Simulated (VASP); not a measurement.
Wanted: the native input for a VASP 6.6.1 run.

```yaml
Task: single point
Functional: PBE
Potentials_or_basis: VASP PAW PBE potentials, release 64 (In_d, Pd)
Cutoff: 520 eV
k_mesh: 14 × 14 × 14
Occupations: gaussian, width 0.1 eV
Spin: no spin polarisation
Dipole_correction: no
Further_INCAR_settings: ALGO = Normal; EDIFF = 1e-06; NBANDS = 18
```

The structure of InPd lies in POSCAR:

```
InPd
1.0
    3.3700891440      0.0000000000      0.0000000000
    0.0000000000      3.3700891440      0.0000000000
    0.0000000000      0.0000000000      3.3700891440
In Pd
1 1
Direct
    0.0000000000      0.0000000000      0.0000000000
    0.5000000000      0.5000000000      0.5000000000
```

This cell differs from its parent crystal: volume scaled by 1.06.

These files were run (other wordings do the same):

INCAR

```
PREC     = Accurate       # precision mode
ENCUT    = 520            # plane-wave cutoff, eV
EDIFF    = 1E-6           # SCF threshold, eV
ISMEAR   = 0              # smearing method
SIGMA    = 0.1            # smearing width, eV
LREAL    = F              # projectors in reciprocal space
LASPH    = T              # aspherical terms in the spheres
NELM     = 80             # most SCF steps
ALGO     = Normal         # electronic algorithm
ISIF     = 2              # what is computed and relaxed
LWAVE    = F              # write WAVECAR
LCHARG   = F              # write CHGCAR
GGA      = PE             # functional
NBANDS   = 18             # bands
```

KPOINTS

```
regular mesh
0
Gamma
  14 14 14
```

Potentials or basis: VASP PAW PBE potentials, release 64 (In_d, Pd).

The run is started by

```sh
$ cat potpaw_PBE.64/In_d/POTCAR potpaw_PBE.64/Pd/POTCAR > POTCAR
$ mpirun -np 1 vasp_std > vasp.out
```

Results of the run:

```json
{
  "Pressure": "-5.4 GPa"
}
```

Wall time 99 s on 1 thread of Intel Xeon 8259CL (shared host), peak memory 0.22 GiB.
